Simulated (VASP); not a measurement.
Wanted: the native input for a VASP 6.6.1 run.

```
Task                   : single point
Functional             : r2SCAN
Potentials or basis    : VASP PAW PBE potentials, release 64 (Cd, Te)
Cutoff                 : 520 eV
k mesh                 : 6 × 6 × 6
Occupations            : fermi-dirac, width 0.02 eV
Spin                   : non-collinear spin, zero start, spin-orbit coupling
Starting moments       : [[0.0, 0.0, 0.0], [0.0, 0.0, 0.0]] μB
Dipole correction      : no
Further INCAR settings : ALGO = Normal; EDIFF = 1e-06; NBANDS = 30
```

Crystal: CdTe.

```
CELL_PARAMETERS angstrom
0.00000 3.34555 3.34555
3.34555 0.00000 3.34555
3.34555 3.34555 0.00000
ATOMIC_POSITIONS crystal
Cd 0.00000 0.00000 0.00000
Te 0.25000 0.25000 0.25000
```

This cell differs from its parent crystal: strain +2.0%.

These files were run (other wordings do the same):

POSCAR

```
CdTe
1.0
    0.0000000000      3.3455542185      3.3455542185
    3.3455542185      0.0000000000      3.3455542185
    3.3455542185      3.3455542185      0.0000000000
Cd Te
1 1
Direct
    0.0000000000      0.0000000000      0.0000000000
    0.2500000000      0.2500000000      0.2500000000
```

INCAR.step1

```
PREC = Accurate ; ENCUT = 520
ISMEAR = -1 ; SIGMA = 0.02
LREAL = False ; LASPH = True
NELM = 150 ; MAGMOM = 0 0 0 0 0 0
LSORBIT = True ; GGA_COMPAT = False
NBANDS = 30 ; GGA = PE
ALGO = Normal ; EDIFF = 1E-4
LWAVE = True ; LCHARG = False
```

INCAR.step2

```
PREC = Accurate ; ENCUT = 520
EDIFF = 1E-6 ; ISMEAR = -1
SIGMA = 0.02 ; LREAL = False
LASPH = True ; NELM = 150
ALGO = Normal ; ISIF = 2
LWAVE = False ; LCHARG = False
MAGMOM = 0 0 0 0 0 0 ; LORBIT = 11
LSORBIT = True ; GGA_COMPAT = False
LORBMOM = True ; METAGGA = R2SCAN
LMIXTAU = True ; NBANDS = 30
ISTART = 1
```

KPOINTS

```
Automatic mesh
0
Gamma
  6 6 6
```

Potentials or basis: VASP PAW PBE potentials, release 64 (Cd, Te).

Run with:

```sh
$ cat potpaw_PBE.64/Cd/POTCAR potpaw_PBE.64/Te/POTCAR > POTCAR
$ cp INCAR.step1 INCAR
$ mpirun -np 1 vasp_ncl > vasp.out
$ cp INCAR.step2 INCAR
$ mpirun -np 1 vasp_ncl > vasp.out
```

It gave:

| Quantity | Value |
| --- | --- |
| Pressure | -2.0 GPa |
| Net moment | 0.00 μB per cell |
| Valence electrons inside the program's atomic spheres | Cd 10.25; Te 3.43 |

Caveat: the cell differs from its parent crystal (strain +2.0%); the PAW data sets were made with another functional, which shifts forces and pressure a little.

It took 4.6 min on 1 thread of Intel(R) Xeon(R) 6975P-C (Granite Rapids) (shared host), peak memory 0.5 GiB.
